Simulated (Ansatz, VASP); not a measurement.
# V in VASP and in Ansatz

```
CELL_PARAMETERS angstrom
-1.49861 1.49861 1.49861
1.49861 -1.49861 1.49861
1.49861 1.49861 -1.49861
ATOMIC_POSITIONS crystal
V 0.00000 0.00000 0.00000
```

Alike in both runs: functional PBE; k mesh 20 × 20 × 20; occupations gaussian, width 0.1 eV; no spin polarisation.

Ansatz relaxed the structure, and its values are those at the end. VASP's run is a single point on that final structure, the one shown.

|  | VASP | Ansatz |
| --- | --- | --- |
| version | VASP 6.6.1 | Ansatz 0.2.0 |
| potentials or method | VASP PAW PBE potentials, release 64 (V_sv), cutoff 520 eV | scalar-relativistic, plane waves, PAW |
| valence electrons in the cell | 13 | 13 |

|  | VASP | Ansatz | Ansatz less VASP |
| --- | --- | --- | --- |
| gap on the k mesh at the Fermi level (eV) | none | none | - |
| pressure (GPa) | 0.2 | 0.0 | -0.18 |

A gap of «none» marks a metal or a gap that the smearing closes.
